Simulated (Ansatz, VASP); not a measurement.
# Two plane-wave programs on Mg3Sn3N

INCAR

```
SYSTEM = Mg3Sn3N
ALGO = Normal
EDIFF = 1E-7
ENCUT = 520
GGA = PE
ISIF = 2
ISMEAR = 0
LASPH = .True.
LCHARG = .False.
LREAL = .False.
LWAVE = .False.
NBANDS = 36
NELM = 80
PREC = Accurate
SIGMA = 0.2
```

File KPOINTS:

```
k-points
0
Gamma
  6 6 2
  0 0 0
```

The input POSCAR:

```
Mg3Sn3N
1.0
    3.3037659369      0.0000000000      0.0000000000
   -1.6518829684      2.8611452295      0.0000000000
    0.0000000000      0.0000000000     15.7666383560
Mg Sn N
3 3 1
Direct
    0.3333333333      0.6666666667      0.0627608470
    0.6666666667      0.3333333333      0.9319685527
    0.3333333333      0.6666666667      0.7592385729
    0.6666666667      0.3333333333      0.4143519774
    0.0000000000      0.0000000000      0.5954876761
    0.0000000000      0.0000000000      0.2371025648
    0.0000000000      0.0000000000      0.9990898092
```

Input for Ansatz:

```yaml
crystal:
  lattice:
    - [3.3037659369, 0.0, 0.0]
    - [-1.6518829684, 2.8611452295, 0.0]
    - [0.0, 0.0, 15.766638356]
  atoms:
    - { symbol: Mg, position: [0.3333333333, 0.6666666667, 0.062760847] }
    - { symbol: Mg, position: [0.6666666667, 0.3333333333, 0.9319685527] }
    - { symbol: Mg, position: [0.3333333333, 0.6666666667, 0.7592385729] }
    - { symbol: Sn, position: [0.6666666667, 0.3333333333, 0.4143519774] }
    - { symbol: Sn, position: [0.0, 0.0, 0.5954876761] }
    - { symbol: Sn, position: [0.0, 0.0, 0.2371025648] }
    - { symbol: "N", position: [0.0, 0.0, 0.9990898092] }
basis:
  ecutwfc: 420
kpoints:
  mp_grid: { grid: [6, 6, 2] }
hamiltonian:
  xc: pbe
scf:
  occupations: { method: gaussian, width: 0.2 }
  lower_state_search: "off"
output:
  forces: true
  stress: true
  eigenvalues: true
```

Alike in both runs: task single point; functional PBE; k mesh 6 × 6 × 2; occupations gaussian, width 0.2 eV; no spin polarisation.

|  | VASP | Ansatz |
| --- | --- | --- |
| version | VASP 6.6.1 | Ansatz 0.2.0 |
| potentials or method | VASP PAW PBE potentials, release 64 (Mg, Sn_d, N), cutoff 520 eV | scalar-relativistic, plane waves, PAW |
| valence electrons in the cell | 53 | 77 |

VASP gave:

| Item | Value |
| --- | --- |
| gap on the k mesh at the Fermi level (eV) | none |
| pressure (GPa) | -0.2 |
| traceless stress, the component that is largest in VASP (GPa) | 1.47 |
| rms of the force components (eV/Å) | 0.041 |

Question: Estimate Ansatz's values.

Answer: gap on the k mesh at the Fermi level (eV): none; pressure (GPa): 0.0; traceless stress, the component that is largest in VASP (GPa): 1.53; rms of the force components (eV/Å): 0.036.

Atom by atom the forces differ by 0.011 eV/Å (rms over components). A gap of «none» marks a metal or a gap that the smearing closes. VASP's potentials hold 53 valence electrons a cell and Ansatz's 77, so a difference there can come from the potentials and not from the codes.

The k mesh is coarse, so the values compare programs but aren't converged.
